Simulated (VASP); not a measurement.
# Mg (Cmcm) in VASP: further runs

Runs on Mg. Level: PBEsol. Tasks: single point.

Everything below comes from runs of VASP 6.6.1. Logs are shortened: lines on timing, memory, paths and dates and some standing lists are left out, and cuts for length are marked.

## Step 1: The cell of the first run

It takes space group Cmcm (No. 63, orthorhombic). Conventional cell: a = 3.209 Å, b = 5.559 Å, c = 5.210 Å, α = 90.00°, β = 90.00°, γ = 90.00°. Mg (site symmetry m2m) has 14 Mg at 3.10 to 4.17 Å within 4.2 Å.

## Step 2: Single point, PBEsol (atom 1 (Mg) moved by (+0.000, -0.450) A along x and y)

The input, INCAR:

```
PREC = Accurate ; ENCUT = 520
EDIFF = 1E-6 ; ISMEAR = 0
SIGMA = 0.15 ; LREAL = False
LASPH = True ; NELM = 60
ALGO = Fast ; ISIF = 2
LWAVE = False ; LCHARG = False
GGA = PS ; NBANDS = 9
```

The input, KPOINTS:

```
regular mesh
0
Gamma
  18 18 10
```

The input, POSCAR:

```
Mg
1.0
    3.2092715325      0.0000000000      0.0000000000
   -1.6046357662      2.7793106748      0.0000000000
    0.0000000000      0.0000000000      5.2103300000
Mg
2
Direct
    0.2523780080      0.5047560159      0.2500000000
    0.6666666667      0.3333333333      0.7500000000
```

Potentials or basis: VASP PAW PBE potentials, release 64 (Mg).

Command:

```bash
$ cat potpaw_PBE.64/Mg/POTCAR > POTCAR
$ mpirun -np 1 vasp_std > vasp.out
```

OUTCAR:

```text
PREC = Accurate
   ENCUT = 520
   EDIFF = 1E-6
   ISMEAR = 0
   LREAL = False
   LASPH = True
   NELM = 60
   ISIF = 2
   GGA = PS

 ion  position               nearest neighbor table
   1  0.252  0.505  0.250-   2 3.10   2 3.10   2 3.10   2 3.10   2 3.48   2 3.48
   2  0.667  0.333  0.750-   1 3.10   1 3.10   1 3.10   1 3.10   1 3.48   1 3.48

  LATTYP: Found a hexagonal cell.
 ALAT       =     3.2092715325
 C/A-ratio  =     1.6235242008

  Lattice vectors:

 A1 = (   3.2092715325,   0.0000000000,   0.0000000000)
 A2 = (  -1.6046357662,   2.7793106748,   0.0000000000)
 A3 = (   0.0000000000,   0.0000000000,   5.2103300000)

Analysis of symmetry for initial positions (statically):
=====================================================================
 Subroutine PRICEL returns:
 Original cell was already a primitive cell.

 Routine SETGRP: Setting up the symmetry group for a
 hexagonal supercell.

 Subroutine GETGRP returns: Found  8 space group operations
 (whereof  2 operations were pure point group operations)
 out of a pool of 24 trial point group operations.

The static configuration has the point symmetry C_1h.
 The point group associated with its full space group is D_2h.

Analysis of symmetry for dynamics (positions and initial velocities):
=====================================================================
 Subroutine PRICEL returns:
 Original cell was already a primitive cell.

 Routine SETGRP: Setting up the symmetry group for a
 hexagonal supercell.

 Subroutine GETGRP returns: Found  8 space group operations
 (whereof  2 operations were pure point group operations)
 out of a pool of 24 trial point group operations.

The dynamic configuration has the point symmetry C_1h.
 The point group associated with its full space group is D_2h.

 Subroutine INISYM returns: Found  8 space group operations
 (whereof  2 operations are pure point group operations),
 and found     1 'primitive' translations

----------------------------------------------------------------------------------------

                                     Primitive cell

  volume of cell :      46.4739

  direct lattice vectors                    reciprocal lattice vectors
     3.209271532  0.000000000  0.000000000     0.311597193  0.179900723  0.000000000
    -1.604635766  2.779310675  0.000000000     0.000000000  0.359801446  0.000000000
     0.000000000  0.000000000  5.210330000     0.000000000  0.000000000  0.191926423

  length of vectors
     3.209271532  3.209271532  5.210330000     0.359801446  0.359801446  0.191926423

  position of ions in fractional coordinates (direct lattice)
     0.252378008  0.504756016  0.250000000
     0.666666667  0.333333333  0.750000000

  ion indices of the primitive-cell ions
   primitive index   ion index
                 1           1
                 2           2

----------------------------------------------------------------------------------------

 KPOINTS: regular mesh

Automatic generation of k-mesh.
 Grid dimensions read from file:
 generate k-points for:   18   18   10

 Generating k-lattice:

  Cartesian coordinates                     Fractional coordinates (reciprocal lattice)
     0.017310955  0.009994485  0.000000000     0.055555556  0.000000000  0.000000000
     0.000000000  0.019988969  0.000000000     0.000000000  0.055555556  0.000000000
     0.000000000  0.000000000  0.019192642     0.000000000  0.000000000  0.100000000

  Length of vectors
     0.019988969  0.019988969  0.019192642

  Shift w.r.t. Gamma in fractional coordinates (k-lattice)
     0.000000000  0.000000000  0.000000000

 Subroutine IBZKPT returns following result:
 ===========================================

 Found    546 irreducible k-points:

 Following reciprocal coordinates:
            Coordinates               Weight
  0.000000  0.000000  0.000000      1.000000
  0.055556  0.000000  0.000000      4.000000
  0.000000  0.055556  0.000000      2.000000
  0.111111  0.000000  0.000000      4.000000
  0.000000  0.111111  0.000000      2.000000
  0.166667  0.000000  0.000000      4.000000
[... 16 lines left out ...]
 -0.055556  0.166667  0.000000      4.000000
 -0.166667  0.111111  0.000000      4.000000
 [... further k-points ...]
   k-points           NKPTS =    546   k-points in BZ     NKDIM =    546   number of bands    NBANDS=      9
   number of dos      NEDOS =    301   number of ions     NIONS =      2
   total plane-waves  NPLWV =  23040
   dimension x,y,z NGX =    24 NGY =   24 NGZ =   40
   dimension x,y,z NGXF=    48 NGYF=   48 NGZF=   80
   ions per type =               2
   NGX,Y,Z   is equivalent  to a cutoff of  12.43, 12.43, 12.76 a.u.
   NGXF,Y,Z  is equivalent  to a cutoff of  24.86, 24.86, 25.53 a.u.
 SYSTEM =  unknown system
   PREC   = accura    normal or accurate (medium, high low for compatibility)
   ISTART =      0    job   : 0-new  1-cont  2-samecut
   ICHARG =      2    charge: 1-file 2-atom 10-const
   ISPIN  =      1    spin polarized calculation?
   LNONCOLLINEAR =      F non collinear calculations
   LSORBIT =      F    spin-orbit coupling
   LASPH  =      T    aspherical Exc in radial PAW
   ENCUT  =  520.0 eV  38.22 Ry    6.18 a.u.   5.97  5.97  9.69*2*pi/ulx,y,z
   NELM   =     60;   NELMIN=  2; NELMDL= -5     # of ELM steps
   EDIFF  = 0.1E-05   stopping-criterion for ELM
   LREAL  =      F    real-space projection
[... 7 lines left out ...]
   TEBEG  =    0.0;   TEEND  =   0.0 temperature during run
   PSTRESS=    0.0 pullay stress
   NELECT =       4.0000    total number of electrons
   NUPDOWN=      -1.0000    fix difference up-down
   EMIN   =  10.00;   EMAX   =-10.00  energy-range for DOS
   EFERMI =   0.00;   METHOD = LEGACY
   ISMEAR =     0;   SIGMA  =   0.15  broadening in eV -4-tet -1-fermi 0-gaus
   EFERMI_NEDOS =   21; number of points for ismear=-14 and -15
   IALGO  =     68    algorithm
   IMIX   =      4    mixing-type and parameters
     AMIX     =   0.40;   BMIX     =  1.00
     AMIX_MAG =   1.60;   BMIX_MAG =  1.00
  volume/ion in A,a.u.               =      23.24       156.81
  Fermi-wavevector in a.u.,A,eV,Ry     =   0.722812  1.365916  7.108458  0.522457
  Thomas-Fermi vector in A             =   1.812869
   LORBIT       =      0    0 simple, 1 ext, 2 COOP (PROOUT), +10 PAW based schemes
   GGA     = PS    functional components
   LHFCALC =     F    Hartree Fock is set to
   AEXX    =    0.0000 exact exchange contribution
   IVDW    =     0    specifies the selected vdW correction
   LEPSILON=     F    determine dielectric tensor
   LRPA    =     F    only Hartree local field effects (RPA)
 non-spin polarized calculation
 RMM-DIIS sequential band-by-band and
 Gauss-broadening in eV      SIGMA  =   0.15
  energy-cutoff  :      520.00
  volume of cell :       46.47
 maximum number of plane-waves:      1276
   NGX = 11   NGY = 11   NGZ = 19

 number of electron       4.0000000 magnetization

 Free energy of the ion-electron system (eV)
  ---------------------------------------------------
  ext. energy  EPLUGINS =         0.00000000
  ---------------------------------------------------
  free energy    TOTEN  =        -3.40204341 eV

  energy without entropy =       -3.39201218  energy(sigma->0) =       -3.39702780

 E-fermi :   2.5223     XC(G=0):  -8.4946

 val. band max:        2.5135771038   @ k =   0.2778   0.2222   0.2000
 cond. band min:       2.5399753216   @ k =   0.3889   0.0000   0.0000
 fundamental gap:      0.0263982178
 Fermi energy:         2.5222572728

 k-point     1 :       0.0000    0.0000    0.0000
  band No.  band energies     occupation
      1      -4.3481      2.00000
      2       0.8573      2.00000
      3       1.2939      2.00000
      4      13.1999      0.00000
      5      13.3567      0.00000
      6      13.5364      0.00000
      7      13.6036      0.00000
      8      14.5863      0.00000
      9      15.2433      0.00000

 k-point     2 :       0.0556    0.0000    0.0000
  band No.  band energies     occupation
      1      -4.2878      2.00000
      2       0.9123      2.00000
      3       1.3524      2.00000
      4      12.0313      0.00000
      5      12.5934      0.00000
      6      13.1359      0.00000
      7      14.4444      0.00000
      8      15.1744      0.00000
      9      15.9605      0.00000

 k-point     3 :       0.0000    0.0556    0.0000
  band No.  band energies     occupation
      1      -4.2878      2.00000
      2       0.9124      2.00000
      3       1.3530      2.00000
      4      11.8440      0.00000
      5      12.5732      0.00000
      6      13.5176      0.00000
      7      14.4185      0.00000
      8      14.9515      0.00000
      9      15.9645      0.00000

 k-point     4 :       0.1111    0.0000    0.0000
  band No.  band energies     occupation
      1      -4.1072      2.00000
      2       1.0775      2.00000
      3       1.5271      2.00000
      4      10.3245      0.00000
      5      11.8580      0.00000
      6      12.4441      0.00000
      7      14.7695      0.00000
      8      15.0712      0.00000
      9      15.4030      0.00000

 k-point     5 :       0.0000    0.1111    0.0000
  band No.  band energies     occupation
      1      -4.1073      2.00000
      2       1.0778      2.00000
      3       1.5297      2.00000
      4      10.1631      0.00000
      5      11.8092      0.00000
      6      12.6686      0.00000
      7      15.1343      0.00000
      8      15.2058      0.00000
      9      15.4525      0.00000

 k-point     6 :       0.1667    0.0000    0.0000
  band No.  band energies     occupation
      1      -3.8069      2.00000
      2       1.3529      2.00000
      3       1.8146      2.00000
      4       8.6608      0.00000
      5      11.1979      0.00000
      6      11.7162      0.00000
      7      13.2045      0.00000
      8      13.9025      0.00000
      9      15.8870      0.00000
[... 169 lines left out ...]
 k-point    21 :      -0.1111    0.0556    0.0000
  band No.  band energies     occupation
      1      -4.1673      2.00000
      2       1.0224      2.00000
      3       1.4685      2.00000
      4      11.1180      0.00000
      5      11.3519      0.00000
      6      13.3919      0.00000
      7      14.3307      0.00000
      8      15.1483      0.00000
      9      15.5790      0.00000

 k-point    22 :       0.1111    0.0556    0.0000
  band No.  band energies     occupation
      1      -3.9270      2.00000
      2       1.2429      2.00000
      3       1.7023      2.00000
      4       9.5042      0.00000
      5      10.3199      0.00000
      6      13.2963      0.00000
      7      14.0846      0.00000
      8      14.6050      0.00000
      9      14.9209      0.00000

 k-point    23 :      -0.0556    0.1667    0.0000
  band No.  band energies     occupation
      1      -3.9270      2.00000
      2       1.2431      2.00000
      3       1.7045      2.00000
      4       9.3638      0.00000
      5      10.4436      0.00000
      6      13.2099      0.00000
      7      14.2953      0.00000
      8      14.7811      0.00000
      9      15.0773      0.00000

 k-point    24 :      -0.1667    0.1111    0.0000
  band No.  band energies     occupation
      1      -3.9269      2.00000
      2       1.2425      2.00000
      3       1.6991      2.00000
      4       9.5143      0.00000
      5      10.5282      0.00000
      6      13.0263      0.00000
      7      13.8396      0.00000
      8      14.4150      0.00000
      9      15.0704      0.00000

 [... further k-points ...]
[... 5 lines left out ...]
  --------------------------------------------------------------------------------------
  -------------------------------------------------------------------------------------
  Total       -0.0130059     -0.6663437     -0.0845450     -0.0000000      0.0000000      0.0000000
  in kB       -0.4483770    -22.9720693     -2.9146723     -0.0000000      0.0000000      0.0000000
  external PRESSURE =      -8.7783729 kB  Pullay stress =       0.0000000 kB

 VOLUME and BASIS-vectors are now :
 -----------------------------------------------------------------------------
  energy-cutoff  :      520.00
  volume of cell :       46.47
      direct lattice vectors                 reciprocal lattice vectors
     3.209271532  0.000000000  0.000000000     0.311597193  0.179900723  0.000000000
    -1.604635766  2.779310675  0.000000000     0.000000000  0.359801446  0.000000000
     0.000000000  0.000000000  5.210330000     0.000000000  0.000000000  0.191926423

 POSITION                                       TOTAL-FORCE (eV/Angst)
 -----------------------------------------------------------------------------------
      0.00000      1.40287      1.30258         0.000000      0.142644     -0.000000
      1.60464      0.92644      3.90775        -0.000000     -0.142644      0.000000
 -----------------------------------------------------------------------------------
    total drift:                               -0.000000     -0.000000     -0.000000

  FREE ENERGIE OF THE ION-ELECTRON SYSTEM (eV)
  ---------------------------------------------------
  free  energy   TOTEN  =        -3.4020434146 eV

  energy  without entropy=       -3.3920121847  energy(sigma->0) =       -3.39702780
```

Wall time 74 s (1 thread of AMD EPYC 9R45 (Zen 5), shared host); peak memory 0.3 GiB.

Results:

- Free energy: -3.4020 eV
- Pressure: -0.9 GPa
- Largest force: 0.143 eV/Å
- Band gap on the k mesh: zero (bands 2 and 3 overlap by 2.24 eV)

Forces in eV/Å, atoms in the order of the input:
```
Mg   0.000  0.143  0.000
Mg   0.000 -0.143  0.000
```

Caveat: the cell differs from its parent crystal (atom 1 (Mg) moved by (+0.000, -0.450) A along x and y); the PAW data sets were made with another functional, which shifts forces and pressure a little.

## Step 3: Single point, PBEsol (atom 1 (Mg) moved by (+0.000, +0.450) A along x and y)

The input, INCAR:

```
PREC = Accurate
ENCUT = 520
EDIFF = 1E-6
ISMEAR = 0
SIGMA = 0.15
LREAL = False
LASPH = True
NELM = 60
ALGO = Fast
ISIF = 2
LWAVE = False
LCHARG = True
GGA = PS
LELF = True
LVHAR = True
NBANDS = 9
```

The input, KPOINTS:

```
Automatic mesh
0
Gamma
  18 18 10
```

Changes to POSCAR since step 2:

```diff
@@ -8,3 +8,3 @@
 Direct
-    0.2523780080      0.5047560159      0.2500000000
+    0.4142886587      0.8285773174      0.2500000000
     0.6666666667      0.3333333333      0.7500000000
```

Potentials or basis: VASP PAW PBE potentials, release 64 (Mg).

Command:

```bash
$ cat potpaw_PBE.64/Mg/POTCAR > POTCAR
$ mpirun -np 1 vasp_std > vasp.out
```

Run time: 76 s. Hardware: 1 thread of AMD EPYC 9R45 (Zen 5), shared host; peak memory 0.3 GiB.

The run converged. Its results:

```
Free energy            : -3.3620 eV
Pressure               : -0.6 GPa
Largest force          : 0.399 eV/Å
Band gap on the k mesh : zero (bands 2 and 3 overlap by 2.20 eV)
```

Forces in eV/Å, atoms in the order of the input:
```
Mg   0.000 -0.399  0.000
Mg   0.000  0.399  0.000
```

Stress tensor (GPa, compression positive):
```
-2.14  0.00  0.00
 0.00 -0.35  0.00
 0.00  0.00  0.58
```

Levels at points of the mesh, in eV from the Fermi level:
```csv
k point,band 1,band 2,band 3,band 4,band 5,band 6,band 7
"(0.00, 0.00, 0.00)",-6.87,-1.67,-1.22,10.71,10.90,10.91,10.99
"(0.50, 0.00, 0.00)",-2.11,-2.11,2.52,3.09,3.13,3.78,6.87
"(0.00, 0.50, 0.00)",-2.12,-2.11,2.74,2.87,3.47,3.61,6.82
"(0.00, 0.00, 0.50)",-5.49,-5.49,4.97,4.97,11.55,11.55,11.83
"(0.50, 0.00, 0.50)",-1.03,-1.03,-0.50,-0.50,7.78,7.78,8.20
"(0.00, 0.50, 0.50)",-1.13,-1.13,-0.38,-0.38,7.80,7.80,7.99
```

Caveat: the cell differs from its parent crystal (atom 1 (Mg) moved by (+0.000, +0.450) A along x and y); the PAW data sets were made with another functional, which shifts forces and pressure a little.

## Step 4: Single point, PBEsol (atom 1 (Mg) moved by (+0.000, -0.225) A along x and y)

The input, INCAR:

```
  PREC = Accurate
  ENCUT = 520
  EDIFF = 1E-7
  ISMEAR = 0
  SIGMA = 0.15
  LREAL = F
  LASPH = T
  NELM = 60
  ALGO = Fast
  ISIF = 2
  LWAVE = F
  LCHARG = F
  GGA = PS
  NBANDS = 9
```

The input, KPOINTS:

```
regular mesh
0
Gamma
  18 18 10
```

Changes to POSCAR since step 3:

```diff
@@ -8,3 +8,3 @@
 Direct
-    0.4142886587      0.8285773174      0.2500000000
+    0.2928556706      0.5857113413      0.2500000000
     0.6666666667      0.3333333333      0.7500000000
```

Command:

```bash
$ cat potpaw_PBE.64/Mg/POTCAR > POTCAR
$ mpirun -np 1 vasp_std > vasp.out
```

Run time: 82 s. Hardware: 1 thread of AMD EPYC 9R45 (Zen 5), shared host; peak memory 0.3 GiB.

The run converged. Its results:

```yaml
Free_energy: -3.4323 eV
Pressure: -1.1 GPa
Largest_force: 0.113 eV/Å
Band_gap_on_the_k_mesh: zero (bands 2 and 3 overlap by 2.22 eV)
```

Forces in eV/Å, atoms in the order of the input:
```
Mg   0.000  0.113  0.000
Mg   0.000 -0.113  0.000
```

Stress tensor (GPa, compression positive):
```
-0.56  0.00  0.00
 0.00 -1.72  0.00
 0.00  0.00 -0.94
```

Levels at points of the mesh, in eV from the Fermi level:
```csv
k point,band 1,band 2,band 3,band 4,band 5,band 6,band 7
"(0.00, 0.00, 0.00)",-6.87,-1.66,-1.23,10.85,10.85,10.92,10.99
"(0.50, 0.00, 0.00)",-2.12,-2.11,2.69,2.96,3.33,3.64,6.84
"(0.00, 0.50, 0.00)",-2.11,-2.11,2.56,3.09,3.13,3.74,6.81
"(0.00, 0.00, 0.50)",-5.49,-5.49,5.00,5.00,11.59,11.59,11.68
"(0.50, 0.00, 0.50)",-1.10,-1.10,-0.41,-0.41,7.87,7.87,8.06
"(0.00, 0.50, 0.50)",-1.03,-1.03,-0.50,-0.50,7.97,7.97,8.06
```

Caveat: the cell differs from its parent crystal (atom 1 (Mg) moved by (+0.000, -0.225) A along x and y); the PAW data sets were made with another functional, which shifts forces and pressure a little.

## Step 5: Single point, PBEsol (atom 1 (Mg) moved by (+0.000, +0.225) A along x and y)

The input, INCAR:

```
SYSTEM = Mg
ALGO = Fast
EDIFF = 1E-7
ENCUT = 520
GGA = PS
ISIF = 2
ISMEAR = 0
LASPH = .True.
LCHARG = .False.
LREAL = .False.
LWAVE = .False.
NBANDS = 9
NELM = 100
PREC = Accurate
SIGMA = 0.15
```

The input, KPOINTS:

```
k-points
0
Gamma
  18 18 10
  0 0 0
```

Changes to POSCAR since step 4:

```diff
@@ -8,3 +8,3 @@
 Direct
-    0.2928556706      0.5857113413      0.2500000000
+    0.3738109960      0.7476219920      0.2500000000
     0.6666666667      0.3333333333      0.7500000000
```

Command:

```bash
$ cat potpaw_PBE.64/Mg/POTCAR > POTCAR
$ mpirun -np 1 vasp_std > vasp.out
```

Run time: 83 s. Hardware: 1 thread of AMD EPYC 9R45 (Zen 5), shared host; peak memory 0.3 GiB.

The run converged. Its results:

```
Free energy            : -3.4271 eV
Pressure               : -1.0 GPa
Largest force          : 0.182 eV/Å
Band gap on the k mesh : zero (bands 2 and 3 overlap by 2.22 eV)
```

Forces in eV/Å, atoms in the order of the input:
```
Mg   0.000 -0.182  0.000
Mg   0.000  0.182  0.000
```

Stress tensor (GPa, compression positive):
```
-1.67  0.00  0.00
 0.00 -0.63  0.00
 0.00  0.00 -0.83
```

Levels at points of the mesh, in eV from the Fermi level:
```tsv
k point	band 1	band 2	band 3	band 4	band 5	band 6
(0.00, 0.00, 0.00)	-6.87	-1.66	-1.23	10.88	10.89	10.89
(0.50, 0.00, 0.00)	-2.11	-2.11	2.59	3.08	3.17	3.72
(0.00, 0.50, 0.00)	-2.12	-2.11	2.75	2.88	3.42	3.58
(0.00, 0.00, 0.50)	-5.49	-5.49	5.00	5.00	11.57	11.57
(0.50, 0.00, 0.50)	-1.06	-1.06	-0.47	-0.47	7.89	7.89
(0.00, 0.50, 0.50)	-1.11	-1.11	-0.40	-0.40	7.91	7.91
```

Caveat: the cell differs from its parent crystal (atom 1 (Mg) moved by (+0.000, +0.225) A along x and y); the PAW data sets were made with another functional, which shifts forces and pressure a little.

## Step 6: Overview

```tsv
cell	further INCAR settings	gap on the mesh (eV)	pressure (GPa)	largest force (eV/Å)
as given, atomic positions A	ALGO = Fast; EDIFF = 1e-06; NBANDS = 9	none	-0.9	0.14
as given, atomic positions B	ALGO = Fast; EDIFF = 1e-06; NBANDS = 9	none	-0.6	0.40
as given, atomic positions C	ALGO = Fast; EDIFF = 1e-07; NBANDS = 9	none	-1.1	0.11
as given, atomic positions D	ALGO = Fast; EDIFF = 1e-07; NBANDS = 9	none	-1.0	0.18
```

Alike in all rows: task single point; level PBEsol; potentials or basis VASP PAW PBE potentials, release 64 (Mg); no spin polarisation; k mesh 18 × 18 × 10; cutoff (eV) 520; smearing gaussian 0.15 eV.

Caveats: the PAW data sets were made with another functional, which shifts forces and pressure a little.

Absolute energies hang on the potentials; compare differences alone.

The gap in the log of VASP goes by the Fermi energy; the results here count the filled bands.